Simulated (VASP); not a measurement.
# TmB3Au (Cmcm) in VASP: single point with PBE

Aim: the single point of TmB3Au with PBE.

Program: VASP 6.6.1. These are calculated values, not measurements. Logs are shortened: lines on timing, memory, paths and dates and some standing lists are left out, and cuts for length are marked.

**1. The cell of the first run**

Symmetry: Cmcm, No. 63, orthorhombic system. The conventional cell has a = 5.689 Å, b = 5.389 Å, c = 9.453 Å, α = 90.00°, β = 90.00°, γ = 90.00°. Within 3.4 Å of Tm (site symmetry m2m) lie 8 B at 2.60 to 2.84 Å and 2 Au at 3.06 Å. B (site symmetry 2) has 1 B at 1.53 Å and 1 Au at 2.08 Å within 2.1 Å. B (site symmetry m2m) has 2 Au at 2.49 Å and 4 Tm at 2.67 to 2.84 Å and 8 B at 3.14 to 3.24 Å within 3.3 Å. Within 2.9 Å of Au (site symmetry 2/m) lie 8 B at 2.08 to 2.80 Å.

The cell was built from a structure type or drawn by symmetry, and may not be a known phase.

**2. Single point, PBE**

INCAR reads:

```
ALGO = Normal
EDIFF = 1E-6
ENCUT = 500
GGA = PE
GGA_COMPAT = F
ISIF = 2
ISMEAR = 0
LASPH = T
LCHARG = F
LMAXMIX = 6
LREAL = F
LWAVE = F
NBANDS = 40
NELM = 200
PREC = Accurate
SIGMA = 0.2
```

KPOINTS reads:

```
k-points
0
Gamma
  4 4 2
```

POSCAR reads:

```
TmB3Au
1.0
    2.8442698567     -2.6943086700      0.0000000000
    2.8442698567      2.6943086700      0.0000000000
    0.0000000000      0.0000000000      9.4532114712
Tm B Au
2 6 2
Direct
    0.1398298212      0.8601701788      0.2500000000
    0.8601701788      0.1398298212      0.7500000000
    0.8651536626      0.8651536626      0.0000000000
    0.1348463374      0.1348463374      0.5000000000
    0.1348463374      0.1348463374      0.0000000000
    0.8651536626      0.8651536626      0.5000000000
    0.6444671314      0.3555328686      0.2500000000
    0.3555328686      0.6444671314      0.7500000000
    0.5000000000      0.5000000000      0.0000000000
    0.5000000000      0.5000000000      0.5000000000
```

Potentials or basis: VASP PAW PBE potentials, release 64 (Tm_3, B, Au), 4f in core.

Command:

```
$ cat potpaw_PBE.64/Tm_3/POTCAR potpaw_PBE.64/B/POTCAR potpaw_PBE.64/Au/POTCAR > POTCAR
$ mpirun -np 1 vasp_std > vasp.out
```

OUTCAR:

```text
EDIFF = 1E-6
   ENCUT = 500
   GGA = PE
   ISIF = 2
   ISMEAR = 0
   LASPH = T
   LREAL = F
   NELM = 200
   PREC = Accurate

 ion  position               nearest neighbor table
   1  0.140  0.860  0.250-   3 2.60   4 2.60   5 2.60   6 2.60   7 2.67   7 2.72   7 2.84   7 2.84
                            10 3.06   9 3.06
   2  0.860  0.140  0.750-   3 2.60   4 2.60   5 2.60   6 2.60   8 2.67   8 2.72   8 2.84   8 2.84
                             9 3.06  10 3.06
   3  0.865  0.865  0.000-   5 1.53   9 2.08   1 2.60   2 2.60   9 2.80   9 2.80
   4  0.135  0.135  0.500-   6 1.53  10 2.08   1 2.60   2 2.60  10 2.80  10 2.80
   5  0.135  0.135  0.000-   3 1.53   9 2.08   1 2.60   2 2.60   9 2.80   9 2.80
   6  0.865  0.865  0.500-   4 1.53  10 2.08   1 2.60   2 2.60  10 2.80  10 2.80
   7  0.644  0.356  0.250-   9 2.49  10 2.49   1 2.67   1 2.72   1 2.84   1 2.84
   8  0.356  0.644  0.750-   9 2.49  10 2.49   2 2.67   2 2.72   2 2.84   2 2.84
   9  0.500  0.500  0.000-   3 2.08   5 2.08   7 2.49   8 2.49   5 2.80   5 2.80   3 2.80   3 2.80
                             1 3.06   2 3.06
  10  0.500  0.500  0.500-   4 2.08   6 2.08   7 2.49   8 2.49   4 2.80   4 2.80   6 2.80   6 2.80
                             1 3.06   2 3.06

  LATTYP: Found a base centered orthorhombic cell.
 ALAT       =     5.3886173400
 B/A-ratio  =     1.0556585028
 C/A-ratio  =     1.7542925902

  Lattice vectors:

 A1 = (  -2.8442698567,  -2.6943086700,   0.0000000000)
 A2 = (   2.8442698567,  -2.6943086700,   0.0000000000)
 A3 = (   0.0000000000,   0.0000000000,   9.4532114712)

Analysis of symmetry for initial positions (statically):
=====================================================================
 Subroutine PRICEL returns:
 Original cell was already a primitive cell.

 Routine SETGRP: Setting up the symmetry group for a
 base centered orthorhombic supercell.

 Subroutine GETGRP returns: Found  8 space group operations
 (whereof  4 operations were pure point group operations)
 out of a pool of  8 trial point group operations.

The static configuration has the point symmetry C_2h.
 The point group associated with its full space group is D_2h.

Analysis of symmetry for dynamics (positions and initial velocities):
=====================================================================
 Subroutine PRICEL returns:
 Original cell was already a primitive cell.

 Routine SETGRP: Setting up the symmetry group for a
 base centered orthorhombic supercell.

 Subroutine GETGRP returns: Found  8 space group operations
 (whereof  4 operations were pure point group operations)
 out of a pool of  8 trial point group operations.

The dynamic configuration has the point symmetry C_2h.
[... 118 lines left out ...]
   EMIN   =  10.00;   EMAX   =-10.00  energy-range for DOS
   EFERMI =   0.00;   METHOD = LEGACY
   ISMEAR =     0;   SIGMA  =   0.20  broadening in eV -4-tet -1-fermi 0-gaus
   EFERMI_NEDOS =   21; number of points for ismear=-14 and -15
   IALGO  =     38    algorithm
   IMIX   =      4    mixing-type and parameters
     AMIX     =   0.40;   BMIX     =  1.00
     AMIX_MAG =   1.60;   BMIX_MAG =  1.00
  volume/ion in A,a.u.               =      14.49        97.77
  Fermi-wavevector in a.u.,A,eV,Ry     =   1.206540  2.280030 19.806522  1.455738
  Thomas-Fermi vector in A             =   2.342204
   LORBIT       =      0    0 simple, 1 ext, 2 COOP (PROOUT), +10 PAW based schemes
   GGA     = PE    functional components
   LHFCALC =     F    Hartree Fock is set to
   AEXX    =    0.0000 exact exchange contribution
   IVDW    =     0    specifies the selected vdW correction
   LEPSILON=     F    determine dielectric tensor
   LRPA    =     F    only Hartree local field effects (RPA)
 non-spin polarized calculation
 Gauss-broadening in eV      SIGMA  =   0.20
  energy-cutoff  :      500.00
  volume of cell :      144.89
 maximum number of plane-waves:      3716
 NGX is ok and might be reduce to    30
   NGX = 15   NGY = 15   NGZ = 35

 number of electron      57.9999998 magnetization

 Free energy of the ion-electron system (eV)
  ---------------------------------------------------
  ext. energy  EPLUGINS =         0.00000000
  ---------------------------------------------------
  free energy    TOTEN  =       -49.30559657 eV

  energy without entropy =      -49.21179204  energy(sigma->0) =      -49.25869431

 E-fermi :   4.8757     XC(G=0): -11.0321

 val. band max:        4.8026574850   @ k =   0.5000   0.5000   0.0000
 cond. band min:       4.9233263305   @ k =   0.5000   0.2500   0.0000
 fundamental gap:      0.1206688455
 Fermi energy:         4.8756974579

 k-point     1 :       0.0000    0.0000    0.0000
  band No.  band energies     occupation
      1     -19.7703      2.00000
      2     -19.7696      2.00000
      3     -19.7488      2.00000
      4     -19.7246      2.00000
      5     -19.6443      2.00000
      6     -19.6407      2.00000
[... 591 lines left out ...]
     39      10.1736      0.00000
     40      10.1737      0.00000

------------------------ aborting loop because EDIFF is reached ----------------------------------------

  FORCE on cell =-STRESS in cart. coord.  units (eV):
  Direction    XX          YY          ZZ          XY          YZ          ZX
  --------------------------------------------------------------------------------------
  -------------------------------------------------------------------------------------
  Total       -0.0458613     -0.0180036      0.6817966      0.0000000     -0.0000000      0.0000000
  in kB       -0.5071419     -0.1990865      7.5394190      0.0000000     -0.0000000      0.0000000
  external PRESSURE =       2.2777302 kB  Pullay stress =       0.0000000 kB

 VOLUME and BASIS-vectors are now :
 -----------------------------------------------------------------------------
  energy-cutoff  :      500.00
  volume of cell :      144.89
      direct lattice vectors                 reciprocal lattice vectors
     2.844269857 -2.694308670  0.000000000     0.175792040 -0.185576362  0.000000000
     2.844269857  2.694308670  0.000000000     0.175792040  0.185576362  0.000000000
     0.000000000  0.000000000  9.453211471     0.000000000  0.000000000  0.105784156

 POSITION                                       TOTAL-FORCE (eV/Angst)
 -----------------------------------------------------------------------------------
      2.84427      1.94082      2.36330        -0.000000     -0.022928     -0.000000
      2.84427     -1.94082      7.08991        -0.000000      0.022928     -0.000000
      4.92146      0.00000      0.00000        -0.018838      0.000000     -0.000000
      0.76708      0.00000      4.72661         0.018838      0.000000     -0.000000
      0.76708      0.00000      0.00000         0.018838      0.000000      0.000000
      4.92146      0.00000      4.72661        -0.018838      0.000000      0.000000
      2.84427     -0.77848      2.36330        -0.000000      0.000668      0.000000
      2.84427      0.77848      7.08991        -0.000000     -0.000668      0.000000
      2.84427      0.00000      0.00000        -0.000000      0.000000     -0.000000
      2.84427      0.00000      4.72661        -0.000000      0.000000     -0.000000
 -----------------------------------------------------------------------------------
    total drift:                                0.000000     -0.000000      0.000000

  FREE ENERGIE OF THE ION-ELECTRON SYSTEM (eV)
  ---------------------------------------------------
  free  energy   TOTEN  =       -49.3055965711 eV

  energy  without entropy=      -49.2117920417  energy(sigma->0) =      -49.25869431
```

OSZICAR:

```text
N       E                     dE             d eps       ncg     rms          rms(c)
DAV:   1     0.449006609367E+03    0.44901E+03   -0.22970E+04  1120   0.134E+03
DAV:   2     0.324829535313E+01   -0.44576E+03   -0.42844E+03  1120   0.426E+02
DAV:   3    -0.566126071553E+02   -0.59861E+02   -0.55972E+02  1840   0.110E+02
DAV:   4    -0.595336755695E+02   -0.29211E+01   -0.28710E+01  1744   0.249E+01
DAV:   5    -0.595699227305E+02   -0.36247E-01   -0.36037E-01  1520   0.302E+00    0.414E+01
DAV:   6    -0.514328779907E+02    0.81370E+01   -0.96223E+01  1288   0.523E+01    0.321E+01
DAV:   7    -0.493633121883E+02    0.20696E+01   -0.16803E+01  1560   0.255E+01    0.148E+01
DAV:   8    -0.494736564300E+02   -0.11034E+00   -0.30948E+00  1448   0.956E+00    0.791E+00
DAV:   9    -0.493051257955E+02    0.16853E+00   -0.81190E-01  1376   0.639E+00    0.134E+00
DAV:  10    -0.493092915962E+02   -0.41658E-02   -0.86299E-02  1544   0.135E+00    0.610E-01
DAV:  11    -0.493062648293E+02    0.30268E-02   -0.64208E-03  1528   0.515E-01    0.415E-01
DAV:  12    -0.493055997986E+02    0.66503E-03   -0.31623E-03  1472   0.291E-01    0.151E-01
DAV:  13    -0.493055985918E+02    0.12068E-05   -0.37248E-04  1696   0.953E-02    0.277E-02
DAV:  14    -0.493056004904E+02   -0.18985E-05   -0.18222E-05  1384   0.215E-02    0.156E-02
DAV:  15    -0.493055967320E+02    0.37583E-05   -0.81570E-06  1424   0.173E-02    0.488E-03
DAV:  16    -0.493055965711E+02    0.16099E-06   -0.17383E-06   952   0.622E-03
   1 F= -.49305597E+02 E0= -.49258694E+02  d E =-.938045E-01
```

Run time: 52 s. Hardware: 1 thread of Intel Xeon 6975P-C (Granite Rapids), shared host; peak memory 0.27 GiB.

What came out:

| Quantity | Value |
| --- | --- |
| Free energy | -49.3056 eV |
| Pressure | 0.2 GPa |
| Largest force | 0.023 eV/Å |
| Band gap on the k mesh | zero (bands 29 and 30 overlap by 1.46 eV) |

Forces on the atoms (eV/Å):
```
Tm   0.000 -0.023  0.000
Tm   0.000  0.023  0.000
B   -0.019  0.000  0.000
B    0.019  0.000  0.000
B    0.019  0.000  0.000
B   -0.019  0.000  0.000
B    0.000  0.001  0.000
B    0.000 -0.001  0.000
Au   0.000  0.000  0.000
Au   0.000  0.000  0.000
```

Stress tensor (GPa, compression positive):
```
-0.05  0.00  0.00
 0.00 -0.02  0.00
 0.00  0.00  0.75
```

Caveat: the k points lie up to 0.40 Å⁻¹ apart, too coarse for converged energies and pressures of a metal; spin-orbit coupling is left out, which moves the levels of the heavy elements; the 4f electrons are frozen in the core, so they carry no moment and show no levels. Spin polarisation is off, so any magnetic state and its effect on volume and gap are missing.
